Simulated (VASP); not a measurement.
# GaN (Cmc2_1) in VASP: notebook, part 2 of 2

VASP 6.6.1. Earlier steps stand in the parts before.

## 3. Single point, r2SCAN (strain +0.0100 x Voigt [0, 1, 0, 0, 0, 0])

POSCAR reads:

```
GaN
1.0
    3.1799996605      0.0000000000      0.0000000000
   -1.5899998303      2.7815000949      0.0000000000
    0.0000000000      0.0000000000      5.1660000000
Ga N
2 2
Direct
    0.3333333333      0.6666666667      0.0000000000
    0.6666666667      0.3333333333      0.5000000000
    0.3333333333      0.6666666667      0.3750000000
    0.6666666667      0.3333333333      0.8750000000
```

INCAR.step1 reads:

```
SYSTEM = GaN
ALGO = Normal
EDIFF = 1E-4
ENCUT = 520
GGA = PE
ISMEAR = 0
LASPH = .TRUE.
LCHARG = .FALSE.
LREAL = .FALSE.
LWAVE = .TRUE.
NBANDS = 26
NELM = 80
PREC = Accurate
SIGMA = 0.05
```

INCAR.step2 reads:

```
SYSTEM = GaN
ALGO = Normal
EDIFF = 1E-6
ENCUT = 520
ISIF = 2
ISMEAR = 0
ISTART = 1
LASPH = .TRUE.
LCHARG = .FALSE.
LMIXTAU = .TRUE.
LREAL = .FALSE.
LWAVE = .FALSE.
METAGGA = R2SCAN
NBANDS = 26
NELM = 80
PREC = Accurate
SIGMA = 0.05
```

KPOINTS reads:

```
k-points
0
G
  12 12 6
  0 0 0
```

Potentials or basis: VASP PAW PBE potentials, release 64 (Ga_d, N).

On the command line:

```bash
$ cat potpaw_PBE.64/Ga_d/POTCAR potpaw_PBE.64/N/POTCAR > POTCAR
$ cp INCAR.step1 INCAR
$ mpirun -np 1 vasp_std > vasp.out
$ cp INCAR.step2 INCAR
$ mpirun -np 1 vasp_std > vasp.out
```

OUTCAR:

```text
SYSTEM = GaN
   EDIFF = 1E-6
   ENCUT = 520
   ISIF = 2
   ISMEAR = 0
   ISTART = 1
   LASPH = .TRUE.
   LREAL = .FALSE.
   METAGGA = R2SCAN
   NELM = 80
   PREC = Accurate

 ion  position               nearest neighbor table
   1  0.333  0.667  0.000-   3 1.94   4 1.95   4 1.95   4 1.96
   2  0.667  0.333  0.500-   4 1.94   3 1.95   3 1.95   3 1.96
   3  0.333  0.667  0.375-   1 1.94   2 1.95   2 1.95   2 1.96
   4  0.667  0.333  0.875-   2 1.94   1 1.95   1 1.95   1 1.96

  LATTYP: Found a base centered orthorhombic cell.
[... 899 lines left out ...]
  --------------------------------------------------------------------------------------
  -------------------------------------------------------------------------------------
  Total        0.1319160     -0.7585864      0.8023548      0.0000000      0.0000000      0.0000000
  in kB        4.6253816    -26.5983734     28.1330277      0.0000000      0.0000000      0.0000000
  external PRESSURE =       2.0533453 kB  Pullay stress =       0.0000000 kB

 VOLUME and BASIS-vectors are now :
 -----------------------------------------------------------------------------
  energy-cutoff  :      520.00
  volume of cell :       45.69
      direct lattice vectors                 reciprocal lattice vectors
     3.179999661  0.000000000  0.000000000     0.314465442  0.179759117  0.000000000
    -1.589999830  2.781500095  0.000000000     0.000000000  0.359518233  0.000000000
     0.000000000  0.000000000  5.166000000     0.000000000  0.000000000  0.193573364

 POSITION                                       TOTAL-FORCE (eV/Angst)
 -----------------------------------------------------------------------------------
     -0.00000      1.85433      0.00000        -0.000000      0.072773     -0.189325
      1.59000      0.92717      2.58300         0.000000     -0.072773     -0.189325
     -0.00000      1.85433      1.93725        -0.000000      0.090336      0.189325
      1.59000      0.92717      4.52025         0.000000     -0.090336      0.189325
 -----------------------------------------------------------------------------------
    total drift:                                0.000002      0.000004      0.049300

  FREE ENERGIE OF THE ION-ELECTRON SYSTEM (eV)
  ---------------------------------------------------
  free  energy   TOTEN  =       -43.8153401807 eV

  energy  without entropy=      -43.8153401807  energy(sigma->0) =      -43.81534018
```

OSZICAR.step1:

```text
N       E                     dE             d eps       ncg     rms          rms(c)
DAV:   1     0.281842946558E+03    0.28184E+03   -0.17662E+04  9714   0.258E+03
DAV:   2     0.847363434085E+01   -0.27337E+03   -0.25766E+03  9632   0.491E+02
DAV:   3    -0.270861809638E+02   -0.35560E+02   -0.35015E+02 10696   0.143E+02
DAV:   4    -0.282927881782E+02   -0.12066E+01   -0.12012E+01 10600   0.284E+01
DAV:   5    -0.283181849405E+02   -0.25397E-01   -0.25369E-01 10938   0.398E+00    0.109E+01
DAV:   6    -0.242197969920E+02    0.40984E+01   -0.99992E+00 14828   0.490E+01    0.306E+00
DAV:   7    -0.243163863087E+02   -0.96589E-01   -0.14069E+00  9486   0.902E+00    0.271E+00
DAV:   8    -0.243116030543E+02    0.47833E-02   -0.14400E-01 14644   0.501E+00    0.792E-01
DAV:   9    -0.242977282157E+02    0.13875E-01   -0.45831E-02 14566   0.363E+00    0.345E-01
DAV:  10    -0.242982756327E+02   -0.54742E-03   -0.43179E-03  9446   0.414E-01    0.696E-02
DAV:  11    -0.242982465223E+02    0.29110E-04   -0.32221E-04 10274   0.343E-01
   1 F= -.24298247E+02 E0= -.24298247E+02  d E =-.410795E-12
```

Run time: 9.2 min. Hardware: 1 thread of Intel Xeon Platinum 8488C (Sapphire Rapids), shared host; peak memory 0.29 GiB.

Results:

| Quantity | Value |
| --- | --- |
| Free energy | -43.8153 eV |
| Pressure | 0.2 GPa |
| Largest force | 0.210 eV/Å |
| Band gap on the k mesh | 2.30 eV, direct |

Forces in eV/Å, atoms in the order of the input:
```
Ga   0.000  0.073 -0.189
Ga   0.000 -0.073 -0.189
N    0.000  0.090  0.189
N    0.000 -0.090  0.189
```

Caveat: the cell differs from its parent crystal (strain +0.0100 x Voigt [0, 1, 0, 0, 0, 0]); the PAW data sets were made with another functional, which shifts forces and pressure a little.

## 4. Single point, r2SCAN (strain +0.0200 x Voigt [0, 1, 0, 0, 0, 0])

Edit POSCAR of step 3 so:

```diff
@@ -3,3 +3,3 @@
     3.1799996605      0.0000000000      0.0000000000
-   -1.5899998303      2.7815000949      0.0000000000
+   -1.5899998303      2.8090396998      0.0000000000
     0.0000000000      0.0000000000      5.1660000000
```

INCAR.step1 reads:

```
ALGO = Normal ; EDIFF = 1E-4
ENCUT = 520 ; GGA = PE
ISMEAR = 0 ; LASPH = T
LCHARG = F ; LREAL = F
LWAVE = T ; NBANDS = 26
NELM = 60 ; PREC = Accurate
SIGMA = 0.05
```

INCAR.step2 reads:

```
ALGO = Normal ; EDIFF = 1E-6
ENCUT = 520 ; ISIF = 2
ISMEAR = 0 ; ISTART = 1
LASPH = T ; LCHARG = F
LMIXTAU = T ; LREAL = F
LWAVE = F ; METAGGA = R2SCAN
NBANDS = 26 ; NELM = 60
PREC = Accurate ; SIGMA = 0.05
```

KPOINTS reads:

```
k-points
0
Gamma
  12 12 6
```

Potentials or basis: VASP PAW PBE potentials, release 64 (Ga_d, N).

On the command line:

```bash
$ cat potpaw_PBE.64/Ga_d/POTCAR potpaw_PBE.64/N/POTCAR > POTCAR
$ cp INCAR.step1 INCAR
$ mpirun -np 1 vasp_std > vasp.out
$ cp INCAR.step2 INCAR
$ mpirun -np 1 vasp_std > vasp.out
```

OUTCAR:

```text
EDIFF = 1E-6
   ENCUT = 520
   ISIF = 2
   ISMEAR = 0
   ISTART = 1
   LASPH = T
   LREAL = F
   METAGGA = R2SCAN
   NELM = 60
   PREC = Accurate

 ion  position               nearest neighbor table
   1  0.333  0.667  0.000-   3 1.94   4 1.95   4 1.95   4 1.98
   2  0.667  0.333  0.500-   4 1.94   3 1.95   3 1.95   3 1.98
   3  0.333  0.667  0.375-   1 1.94   2 1.95   2 1.95   2 1.98
   4  0.667  0.333  0.875-   2 1.94   1 1.95   1 1.95   1 1.98

  LATTYP: Found a base centered orthorhombic cell.
 ALAT       =     3.1799996605
 B/A-ratio  =     1.7666918237
 C/A-ratio  =     1.6245284753

  Lattice vectors:

 A1 = (   1.5899998303,  -2.8090396998,   0.0000000000)
 A2 = (   1.5899998302,   2.8090396998,   0.0000000000)
 A3 = (   0.0000000000,   0.0000000000,   5.1660000000)

Analysis of symmetry for initial positions (statically):
=====================================================================
 Subroutine PRICEL returns:
 Original cell was already a primitive cell.

 Routine SETGRP: Setting up the symmetry group for a
 base centered orthorhombic supercell.
[... 170 lines left out ...]

  energy without entropy =      -43.80268061  energy(sigma->0) =      -43.80268061

 E-fermi :   5.2017     XC(G=0): -12.5778

 val. band max:        4.9847101230   @ k =   0.0000   0.0000   0.0000
 cond. band min:       7.1981044477   @ k =   0.0000   0.0000   0.0000
 fundamental gap:      2.2133943247
 Fermi energy:         5.2016645423

 k-point     1 :       0.0000    0.0000    0.0000
  band No.  band energies     occupation
      1     -11.7453      2.00000
      2     -10.7665      2.00000
      3      -8.8798      2.00000
      4      -8.8579      2.00000
      5      -8.8516      2.00000
      6      -8.7887      2.00000
[... 685 lines left out ...]
     25      18.2559      0.00000
     26      18.7343      0.00000

 [... further k-points ...]

------------------------ aborting loop because EDIFF is reached ----------------------------------------

  FORCE on cell =-STRESS in cart. coord.  units (eV):
  Direction    XX          YY          ZZ          XY          YZ          ZX
  --------------------------------------------------------------------------------------
  -------------------------------------------------------------------------------------
  Total       -0.1418421     -1.8778216      0.6335919      0.0000000      0.0000000      0.0000000
  in kB       -4.9246604    -65.1966935     21.9978803      0.0000000      0.0000000      0.0000000
  external PRESSURE =     -16.0411579 kB  Pullay stress =       0.0000000 kB

 VOLUME and BASIS-vectors are now :
 -----------------------------------------------------------------------------
  energy-cutoff  :      520.00
  volume of cell :       46.15
      direct lattice vectors                 reciprocal lattice vectors
     3.179999661  0.000000000  0.000000000     0.314465442  0.177996772  0.000000000
    -1.589999830  2.809039700  0.000000000     0.000000000  0.355993545  0.000000000
     0.000000000  0.000000000  5.166000000     0.000000000  0.000000000  0.193573364

 POSITION                                       TOTAL-FORCE (eV/Angst)
 -----------------------------------------------------------------------------------
     -0.00000      1.87269      0.00000        -0.000000      0.132414     -0.235088
      1.59000      0.93635      2.58300         0.000000     -0.132414     -0.235088
     -0.00000      1.87269      1.93725        -0.000000      0.165232      0.235088
      1.59000      0.93635      4.52025         0.000000     -0.165232      0.235088
 -----------------------------------------------------------------------------------
    total drift:                                0.000002      0.000004      0.047057

  FREE ENERGIE OF THE ION-ELECTRON SYSTEM (eV)
  ---------------------------------------------------
  free  energy   TOTEN  =       -43.8026806132 eV

  energy  without entropy=      -43.8026806132  energy(sigma->0) =      -43.80268061
```

It took 6.4 min on 1 thread of Intel Xeon Platinum 8488C (Sapphire Rapids), shared host; peak memory 0.3 GiB.

What came out:

```
Free energy            : -43.8027 eV
Pressure               : -1.6 GPa
Largest force          : 0.287 eV/Å
Band gap on the k mesh : 2.21 eV, direct
```

Forces in eV/Å, atoms in the order of the input:
```
Ga   0.000  0.132 -0.235
Ga   0.000 -0.132 -0.235
N    0.000  0.165  0.235
N    0.000 -0.165  0.235
```

Stress tensor (GPa, compression positive):
```
-0.49  0.00  0.00
 0.00 -6.52  0.00
 0.00  0.00  2.20
```

Caveat: the cell differs from its parent crystal (strain +0.0200 x Voigt [0, 1, 0, 0, 0, 0]); the PAW data sets were made with another functional, which shifts forces and pressure a little.

## 5. Overview

```tsv
cell	gap on the mesh (eV)	pressure (GPa)	largest force (eV/Å)
a = 3.180, b = 3.156, c = 5.166 Å, angles 90.0, 90.0, 120.2°, 4 atoms	2.41	4.3	0.13
a = 3.180, b = 3.204, c = 5.166 Å, angles 90.0, 90.0, 119.8°, 4 atoms	2.30	0.2	0.21
a = 3.180, b = 3.228, c = 5.166 Å, angles 90.0, 90.0, 119.5°, 4 atoms	2.21	-1.6	0.29
```

Alike in all rows: task single point; level r2SCAN; potentials or basis VASP PAW PBE potentials, release 64 (Ga_d, N); no spin polarisation; k mesh 12 × 12 × 6; cutoff (eV) 520; smearing gaussian 0.05 eV.

Caveats: the PAW data sets were made with another functional, which shifts forces and pressure a little.

Absolute energies hang on the potentials; compare differences alone.
